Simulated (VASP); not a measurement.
# K (P6_3/mmc) in VASP: single point with PBEsol

Aim: the single point of K with PBEsol.

All numbers are computed with VASP 6.6.1; they aren't measurements. Logs are shortened: lines on timing, memory, paths and dates and some standing lists are left out, and cuts for length are marked.

### 1 The cell of the first run

Symmetry: P6_3/mmc, No. 194, hexagonal system. Conventional cell: a = 4.650 Å, b = 4.650 Å, c = 7.604 Å, α = 90.00°, β = 90.00°, γ = 120.00°.

### 2 Single point, PBEsol

File INCAR:

```
SYSTEM = K
ALGO     = Fast           ! electronic algorithm
EDIFF    = 1E-6           ! SCF threshold, eV
ENCUT    = 520            ! plane-wave cutoff, eV
GGA      = PS             ! functional
ISIF     = 2              ! what is computed and relaxed
ISMEAR   = 0              ! smearing method
LASPH    = .TRUE.         ! aspherical terms in the spheres
LCHARG   = .FALSE.        ! write CHGCAR
LREAL    = .FALSE.        ! projectors in reciprocal space
LWAVE    = .FALSE.        ! write WAVECAR
NBANDS   = 16             ! bands
NELM     = 100            ! most SCF steps
PREC     = Accurate       ! precision mode
SIGMA    = 0.1            ! smearing width, eV
```

File KPOINTS:

```
k-points
0
G
  12 12 6
  0 0 0
```

File POSCAR:

```
K
1.0
    4.6498041425      0.0000000000      0.0000000000
   -2.3249020713      4.0268485101      0.0000000000
    0.0000000000      0.0000000000      7.6044426287
K
2
Direct
    0.3333333333      0.6666666667      0.2500000000
    0.6666666667      0.3333333333      0.7500000000
```

Potentials or basis: VASP PAW PBE potentials, release 64 (K_sv).

On the command line:

```console
$ cat potpaw_PBE.64/K_sv/POTCAR > POTCAR
$ mpirun -np 1 vasp_std > vasp.out
```

OUTCAR:

```text
SYSTEM = K
   EDIFF = 1E-6
   ENCUT = 520
   GGA = PS
   ISIF = 2
   ISMEAR = 0
   LASPH = .TRUE.
   LREAL = .FALSE.
   NELM = 100
   PREC = Accurate

 ion  position               nearest neighbor table
   1  0.333  0.667  0.250-
   2  0.667  0.333  0.750-

  LATTYP: Found a hexagonal cell.
 ALAT       =     4.6498041425
 C/A-ratio  =     1.6354328904

  Lattice vectors:

 A1 = (   4.6498041425,   0.0000000000,   0.0000000000)
 A2 = (  -2.3249020713,   4.0268485101,   0.0000000000)
 A3 = (   0.0000000000,   0.0000000000,   7.6044426287)

Analysis of symmetry for initial positions (statically):
=====================================================================
 Subroutine PRICEL returns:
 Original cell was already a primitive cell.

 Routine SETGRP: Setting up the symmetry group for a
 hexagonal supercell.

 Subroutine GETGRP returns: Found 24 space group operations
 (whereof 12 operations were pure point group operations)
 out of a pool of 24 trial point group operations.

The static configuration has the point symmetry D_3d.
 The point group associated with its full space group is D_6h.

Analysis of symmetry for dynamics (positions and initial velocities):
=====================================================================
 Subroutine PRICEL returns:
 Original cell was already a primitive cell.

 Routine SETGRP: Setting up the symmetry group for a
 hexagonal supercell.

 Subroutine GETGRP returns: Found 24 space group operations
 (whereof 12 operations were pure point group operations)
 out of a pool of 24 trial point group operations.

The dynamic configuration has the point symmetry D_3d.
 The point group associated with its full space group is D_6h.

 Subroutine INISYM returns: Found 24 space group operations
 (whereof 12 operations are pure point group operations),
 and found     1 'primitive' translations

----------------------------------------------------------------------------------------

                                     Primitive cell

  volume of cell :     142.3860

  direct lattice vectors                    reciprocal lattice vectors
     4.649804142  0.000000000  0.000000000     0.215062822  0.124166578  0.000000000
    -2.324902071  4.026848510  0.000000000     0.000000000  0.248333156  0.000000000
     0.000000000  0.000000000  7.604442629     0.000000000  0.000000000  0.131502077

  length of vectors
[... 75 lines left out ...]
   ICHARG =      2    charge: 1-file 2-atom 10-const
   ISPIN  =      1    spin polarized calculation?
   LNONCOLLINEAR =      F non collinear calculations
   LSORBIT =      F    spin-orbit coupling
   LASPH  =      T    aspherical Exc in radial PAW
   ENCUT  =  520.0 eV  38.22 Ry    6.18 a.u.   8.65  8.65 14.14*2*pi/ulx,y,z
   NELM   =    100;   NELMIN=  2; NELMDL= -5     # of ELM steps
   EDIFF  = 0.1E-05   stopping-criterion for ELM
   LREAL  =      F    real-space projection
   EDIFFG = 0.1E-04   stopping-criterion for IOM
   NSW    =      0    number of steps for IOM
   IBRION =     -1    ionic relax: 0-MD 1-quasi-New 2-CG
   NFREE  =      0    steps in history (QN), initial steepest desc. (CG)
   ISIF   =      2    stress and relaxation
   ISYM   =      2    0-nonsym 1-usesym 2-fastsym
   POTIM  = 0.5000    time-step for ionic-motion
   TEBEG  =    0.0;   TEEND  =   0.0 temperature during run
   PSTRESS=    0.0 pullay stress
   NELECT =      18.0000    total number of electrons
   NUPDOWN=      -1.0000    fix difference up-down
   EMIN   =  10.00;   EMAX   =-10.00  energy-range for DOS
   EFERMI =   0.00;   METHOD = LEGACY
   ISMEAR =     0;   SIGMA  =   0.10  broadening in eV -4-tet -1-fermi 0-gaus
   EFERMI_NEDOS =   21; number of points for ismear=-14 and -15
   IALGO  =     68    algorithm
   IMIX   =      4    mixing-type and parameters
     AMIX     =   0.40;   BMIX     =  1.00
     AMIX_MAG =   1.60;   BMIX_MAG =  1.00
  volume/ion in A,a.u.               =      71.19       480.43
  Fermi-wavevector in a.u.,A,eV,Ry     =   0.821631  1.552657  9.184976  0.675077
  Thomas-Fermi vector in A             =   1.932823
   LORBIT       =      0    0 simple, 1 ext, 2 COOP (PROOUT), +10 PAW based schemes
   GGA     = PS    functional components
   LHFCALC =     F    Hartree Fock is set to
   AEXX    =    0.0000 exact exchange contribution
   IVDW    =     0    specifies the selected vdW correction
   LEPSILON=     F    determine dielectric tensor
   LRPA    =     F    only Hartree local field effects (RPA)
 non-spin polarized calculation
 RMM-DIIS sequential band-by-band and
 Gauss-broadening in eV      SIGMA  =   0.10
  energy-cutoff  :      520.00
  volume of cell :      142.39
 maximum number of plane-waves:      3863
 NGX is ok and might be reduce to    36
   NGX = 17   NGY = 17   NGZ = 29

 number of electron      18.0000000 magnetization

 Free energy of the ion-electron system (eV)
  ---------------------------------------------------
  ext. energy  EPLUGINS =         0.00000000
  ---------------------------------------------------
  free energy    TOTEN  =        -2.27231681 eV

  energy without entropy =       -2.26482813  energy(sigma->0) =       -2.26857247

 E-fermi :  -0.1182     XC(G=0):  -5.7776

 val. band max:       -0.1407844604   @ k =   0.4167   0.0833   0.1667
 cond. band min:      -0.1144713278   @ k =   0.3333   0.1667   0.3333
 fundamental gap:      0.0263131326
 Fermi energy:        -0.1182167690

 k-point     1 :       0.0000    0.0000    0.0000
  band No.  band energies     occupation
      1     -32.0642      2.00000
      2     -32.0598      2.00000
      3     -15.6482      2.00000
      4     -15.5832      2.00000
      5     -15.5832      2.00000
      6     -15.5728      2.00000
[... 433 lines left out ...]
      3     -15.6335      2.00000
      4     -15.6206      2.00000
      5     -15.6146      2.00000
      6     -15.5953      2.00000
[... 8 lines left out ...]
     15       4.1263      0.00000
     16       4.5635      0.00000

 [... further k-points ...]
[... 5 lines left out ...]
  --------------------------------------------------------------------------------------
  -------------------------------------------------------------------------------------
  Total       -0.0097955     -0.0097955     -0.0148924      0.0000000      0.0000000     -0.0000000
  in kB       -0.1102227     -0.1102227     -0.1675745      0.0000000      0.0000000     -0.0000000
  external PRESSURE =      -0.1293400 kB  Pullay stress =       0.0000000 kB

 VOLUME and BASIS-vectors are now :
 -----------------------------------------------------------------------------
  energy-cutoff  :      520.00
  volume of cell :      142.39
      direct lattice vectors                 reciprocal lattice vectors
     4.649804142  0.000000000  0.000000000     0.215062822  0.124166578  0.000000000
    -2.324902071  4.026848510  0.000000000     0.000000000  0.248333156  0.000000000
     0.000000000  0.000000000  7.604442629     0.000000000  0.000000000  0.131502077

 POSITION                                       TOTAL-FORCE (eV/Angst)
 -----------------------------------------------------------------------------------
     -0.00000      2.68457      1.90111         0.000000     -0.000000     -0.000000
      2.32490      1.34228      5.70333        -0.000000      0.000000      0.000000
 -----------------------------------------------------------------------------------
    total drift:                               -0.000000      0.000000     -0.000000

  FREE ENERGIE OF THE ION-ELECTRON SYSTEM (eV)
  ---------------------------------------------------
  free  energy   TOTEN  =        -2.2723168139 eV

  energy  without entropy=       -2.2648281286  energy(sigma->0) =       -2.26857247
```

OSZICAR:

```text
N       E                     dE             d eps       ncg     rms          rms(c)
DAV:   1     0.111099357572E+03    0.11110E+03   -0.76429E+03  2432   0.892E+02
DAV:   2     0.598892559156E+01   -0.10511E+03   -0.10263E+03  2952   0.260E+02
DAV:   3    -0.200017444310E+01   -0.79891E+01   -0.79701E+01  4608   0.514E+01
DAV:   4    -0.226976008371E+01   -0.26959E+00   -0.26945E+00  3376   0.806E+00
DAV:   5    -0.227706684302E+01   -0.73068E-02   -0.73066E-02  4064   0.894E-01    0.284E+00
RMM:   6    -0.227314909990E+01    0.39177E-02   -0.56901E-03  3128   0.493E-01    0.187E+00
RMM:   7    -0.227221891095E+01    0.93019E-03   -0.13716E-02  3406   0.644E-01    0.153E-01
RMM:   8    -0.227224444348E+01   -0.25533E-04   -0.22351E-03  3585   0.380E-01    0.484E-02
RMM:   9    -0.227229930091E+01   -0.54857E-04   -0.31855E-04  3857   0.836E-02    0.283E-02
RMM:  10    -0.227231306599E+01   -0.13765E-04   -0.56453E-05  4091   0.396E-02    0.478E-03
RMM:  11    -0.227231588301E+01   -0.28170E-05   -0.23965E-05  3938   0.191E-02    0.301E-03
RMM:  12    -0.227231681394E+01   -0.93093E-06   -0.62105E-06  3279   0.103E-02
   1 F= -.22723168E+01 E0= -.22685725E+01  d E =-.748869E-02
```

It took 97 s on 1 thread of AMD EPYC 9R45 (Zen 5), shared host; peak memory 0.3 GiB.

Results:

- Free energy: -2.2723 eV
- Pressure: 0.0 GPa
- Band gap on the k mesh: zero (band 9 reaches 1.11 eV, above the bottom of band 10 at -1.57 eV)

Levels at points of the mesh, in eV from the Fermi level:
| k point | band 5 | band 6 | band 7 | band 8 | band 9 | band 10 | band 11 | band 12 | band 13 | band 14 |
| --- | --- | --- | --- | --- | --- | --- | --- | --- | --- | --- |
| (0.00, 0.00, 0.00) | -15.46 | -15.45 | -15.45 | -15.45 | -2.18 | 0.34 | 0.58 | 4.14 | 4.14 | 4.21 |
| (0.50, 0.00, 0.00) | -15.50 | -15.48 | -15.47 | -15.47 | 0.15 | 0.28 | 1.66 | 1.99 | 2.35 | 2.81 |
| (0.00, 0.00, 0.50) | -15.46 | -15.46 | -15.46 | -15.46 | -1.45 | -1.45 | 2.79 | 2.79 | 4.18 | 4.18 |
| (0.50, 0.00, 0.50) | -15.47 | -15.47 | -15.47 | -15.47 | 0.64 | 0.64 | 0.90 | 0.90 | 3.12 | 3.12 |

Caveat: the PAW data sets were made with another functional, which shifts forces and pressure a little.
